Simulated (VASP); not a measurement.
A run of VASP 6.6.1 is set up as follows.

File INCAR:

```
  PREC = Accurate
  ENCUT = 520
  EDIFF = 1E-6
  ISMEAR = 0
  SIGMA = 0.1
  LREAL = Auto
  LASPH = T
  NELM = 80
  ALGO = Fast
  ISIF = 2
  LWAVE = F
  LCHARG = F
  GGA = PE
  NBANDS = 78
```

KPOINTS

```
Automatic mesh
0
Gamma
  12 4 2
```

Contents of POSCAR:

```
Al
1.0
    2.8577415360      0.0000000000      0.0000000000
    0.0000000000      8.5732246080      0.0000000000
    0.0000000000      0.0000000000     24.5487410278
Al
36
Direct
    0.0000000000      0.0000000000      0.0000000000
    1.0000000000      0.4444444444      0.0548766341
    1.0000000000      0.8888888889      0.1097532682
    0.0000000000      0.2222222222      0.2743831706
    0.0000000000      0.6666666667      0.3292598047
    0.5000000000      0.1666666667      0.0823149512
    0.5000000000      0.6111111111      0.1371915853
    0.5000000000      0.3888888889      0.3566981217
    0.5000000000      0.8333333333      0.4115747558
    0.5000000000      0.7222222222      0.0274383171
    0.5000000000      0.0555555556      0.1920682194
    0.5000000000      0.5000000000      0.2469448535
    0.5000000000      0.9444444444      0.3018214876
    0.5000000000      0.2777777778      0.4664513900
    0.0000000000      0.3333333333      0.1646299023
    0.0000000000      0.7777777778      0.2195065365
    0.0000000000      0.1111111111      0.3841364388
    0.0000000000      0.5555555556      0.4390130729
    0.5000000000      0.9444444444      0.9390130729
    0.5000000000      0.3888888889      0.8841364388
    0.5000000000      0.7222222222      0.7195065365
    0.5000000000      0.1666666667      0.6646299023
    0.0000000000      0.6666666667      0.9115747558
    0.0000000000      0.1111111111      0.8566981217
    1.0000000000      0.8888888889      0.6371915853
    1.0000000000      0.3333333333      0.5823149512
    0.0000000000      0.2222222222      0.9664513900
    0.0000000000      0.5555555556      0.8018214876
    0.0000000000      0.0000000000      0.7469448535
    0.0000000000      0.4444444444      0.6920682194
    0.0000000000      0.7777777778      0.5274383171
    0.5000000000      0.8333333333      0.8292598047
    0.5000000000      0.2777777778      0.7743831706
    0.5000000000      0.6111111111      0.6097532682
    0.5000000000      0.0555555556      0.5548766341
    0.5000000000      0.5000000000      0.5000000000
```

Potentials or basis: VASP PAW PBE potentials, release 64 (Al).

Command:

```console
$ cat potpaw_PBE.64/Al/POTCAR > POTCAR
$ mpirun -np 1 vasp_std > vasp.out
```

Q: Predict the pressure.

A: 5.3 GPa.

Q: Estimate the band gap on the k mesh.

A: Zero (bands 54 and 55 overlap by 2.79 eV).

Q: Estimate the largest force.

A: 10.287 eV/Å.

Stress tensor (GPa, compression positive):
```
3.77 0.00 0.00
0.00 6.31 0.00
0.00 0.00 5.77
```
